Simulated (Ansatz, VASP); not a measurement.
**One calculation of SiGe3, two programs**

```
Si Ge
1.0
     3.72420    0.00000    0.00000
     0.00000    3.72420    0.00000
     0.00000    0.00000    5.26682
Si Ge
1 3
Direct
  0.50000 0.50000 0.00000
  0.50000 0.00000 0.75000
  0.00000 0.50000 0.25000
  0.00000 0.00000 0.50000
```

Alike in both runs: task relaxation of cell and atoms; functional PBE; k mesh 6 × 6 × 4; occupations gaussian, width 0.1 eV; no spin polarisation.

|  | VASP | Ansatz |
| --- | --- | --- |
| version | VASP 6.6.1 | Ansatz 0.2.0 |
| potentials or method | VASP PAW PBE potentials, release 64 (Si, Ge_d), cutoff 600 eV | scalar-relativistic, plane waves, PAW |
| valence electrons in the cell | 46 | 46 |

Ansatz gave:

| Item | Value |
| --- | --- |
| gap on the k mesh at the Fermi level, each at its own relaxed structure (eV) | 0.17 |
| relaxed volume (Å³/atom) | 22.85 |
| relaxed length of the cell vector where the two differ most in proportion (Å) | 4.016 |

**Question.** Which values does VASP return?

**Answer.** gap on the k mesh at the Fermi level, each at its own relaxed structure (eV): 0.17; relaxed volume (Å³/atom): 22.89; relaxed length of the cell vector where the two differ most in proportion (Å): 4.021.

Noted on VASP's run: the volume moved by over 15 % at a fixed basis, so the end points are rough.
